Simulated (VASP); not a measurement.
A run of VASP 6.6.1 is set up as follows.

POSCAR

```
GaSb
1.0
    0.0000000000      3.0590000000      3.0590000000
    3.0590000000      0.0000000000      3.0590000000
    3.0590000000      3.0590000000      0.0000000000
Sb Ga
1 1
Direct
    0.7500000000      0.7500000000      0.7500000000
    0.0000000000      0.0000000000      0.0000000000
```

The input INCAR.step1:

```
SYSTEM = GaSb
PREC = Accurate
ENCUT = 520
EDIFF = 1E-5
ISMEAR = -1
SIGMA = 0.05
LREAL = .False.
LASPH = .True.
NELM = 80
ALGO = Normal
ISIF = 2
LWAVE = .True.
LCHARG = .False.
GGA = PE
NBANDS = 16
```

The input INCAR.step2:

```
SYSTEM = GaSb
PREC = Accurate
ENCUT = 520
EDIFF = 1E-6
ISMEAR = -1
SIGMA = 0.05
LREAL = .False.
LASPH = .True.
NELM = 80
ALGO = Normal
ISIF = 2
LWAVE = .False.
LCHARG = .False.
GGA = PS
LHFCALC = .True.
AEXX = 0.25
PRECFOCK = Normal
ISTART = 1
NBANDS = 16
```

The input KPOINTS:

```
regular mesh
0
Gamma
  4 4 4
  0 0 0
```

Potentials or basis: VASP PAW PBE potentials, release 64 (Sb, Ga_d).

Command:

```console
$ cat potpaw_PBE.64/Sb/POTCAR potpaw_PBE.64/Ga_d/POTCAR > POTCAR
$ cp INCAR.step1 INCAR
$ mpirun -np 1 vasp_std > vasp.out
$ cp INCAR.step2 INCAR
$ mpirun -np 1 vasp_std > vasp.out
```

Task: Estimate the pressure.

Result: -1.7 GPa.

Task: Estimate the band gap on the k mesh.

Result: 1.53 eV.

Caveat: the k points lie up to 0.44 Å⁻¹ apart; the PAW data sets were made with another functional, which shifts forces and pressure a little; spin-orbit coupling is left out, which moves the levels of the heavy elements. A k mesh can miss the band edges.
